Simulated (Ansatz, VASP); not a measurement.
**One calculation of H, two programs**

Contents of POSCAR:

```
H
1.0
   -1.6831397062      1.6831397062      2.0790587299
    1.6831397062     -1.6831397062      2.0790587299
    1.6831397062      1.6831397062     -2.0790587299
H
2
Direct
    0.9098622900      0.9098622900      0.0000000000
    0.0901377100      0.0901377100      0.0000000000
```

File INCAR.step1:

```
SYSTEM = H
PREC     = Accurate       ! precision mode
ENCUT    = 520            ! plane-wave cutoff, eV
ISMEAR   = -1             ! smearing method
SIGMA    = 0.01           ! smearing width, eV
LREAL    = .False.        ! projectors in reciprocal space
LASPH    = .True.         ! aspherical terms in the spheres
NELM     = 100            ! most SCF steps
NBANDS   = 8              ! bands
GGA      = PE             ! functional
ALGO     = Normal         ! electronic algorithm
EDIFF    = 1E-4           ! SCF threshold, eV
LWAVE    = .True.         ! write WAVECAR
LCHARG   = .False.        ! write CHGCAR
```

File INCAR.step2:

```
SYSTEM = H
PREC     = Accurate       ! precision mode
ENCUT    = 520            ! plane-wave cutoff, eV
EDIFF    = 1E-8           ! SCF threshold, eV
ISMEAR   = -1             ! smearing method
SIGMA    = 0.01           ! smearing width, eV
LREAL    = .False.        ! projectors in reciprocal space
LASPH    = .True.         ! aspherical terms in the spheres
NELM     = 100            ! most SCF steps
ALGO     = Normal         ! electronic algorithm
ISIF     = 2              ! what is computed and relaxed
LWAVE    = .False.        ! write WAVECAR
LCHARG   = .False.        ! write CHGCAR
METAGGA  = R2SCAN         ! meta-GGA
LMIXTAU  = .True.       
LEFG     = .True.       
NBANDS   = 8              ! bands
ISTART   = 1
```

File KPOINTS:

```
regular mesh
0
Gamma
  12 12 12
  0 0 0
```

Input for Ansatz:

```yaml
crystal:
  lattice:
    - [-1.6831397062, 1.6831397062, 2.0790587299]
    - [1.6831397062, -1.6831397062, 2.0790587299]
    - [1.6831397062, 1.6831397062, -2.0790587299]
  atoms:
    - { symbol: H, position: [0.90986229, 0.90986229, 0.0] }
    - { symbol: H, position: [0.09013771, 0.09013771, 0.0] }
kpoints:
  mp_grid: { grid: [12, 12, 12] }
scf:
  occupations: { method: fermi_dirac, width: 0.01 }
hamiltonian:
  xc: r2scan
  pseudopotentials: { kind: all_electron, datasets: crystal }
output:
  forces: true
  stress: true
  eigenvalues: true
  efg: { contact_densities: true }
```

Change from the starting cell: z stretched by +1 % at fixed volume, crystal datasets.

Alike in both runs: task electric field gradients; functional r2SCAN; k mesh 12 × 12 × 12; occupations fermi-dirac, width 0.01 eV; no spin polarisation.

|  | VASP | Ansatz |
| --- | --- | --- |
| version | VASP 6.6.1 | Ansatz 0.2.0 |
| potentials or method | VASP PAW PBE potentials, release 64 (H), cutoff 520 eV | all-electron PAW with datasets made for the crystal, scalar-relativistic |

Ansatz gave:

```
gap on the k mesh at the Fermi level (eV)                     : 9.59
pressure (GPa)                                                : -0.3
traceless stress, the component that is largest in VASP (GPa) : -0.89
rms of the force components (eV/Å)                            : 0.159
size of Vzz on the site where it differs most (V/Å²)          : 30.5
```

Q: Which values does VASP return?

A: gap on the k mesh at the Fermi level (eV): 9.60; pressure (GPa): -0.4; traceless stress, the component that is largest in VASP (GPa): -0.89; rms of the force components (eV/Å): 0.153; size of Vzz on the site where it differs most (V/Å²): 31.3.

VASP's potentials were made for PBE, not for r2SCAN. Atom by atom the forces differ by 0.006 eV/Å (rms over components). Ansatz ran all-electron here, and VASP with PAW potentials. Ansatz's warnings: printed levels off.
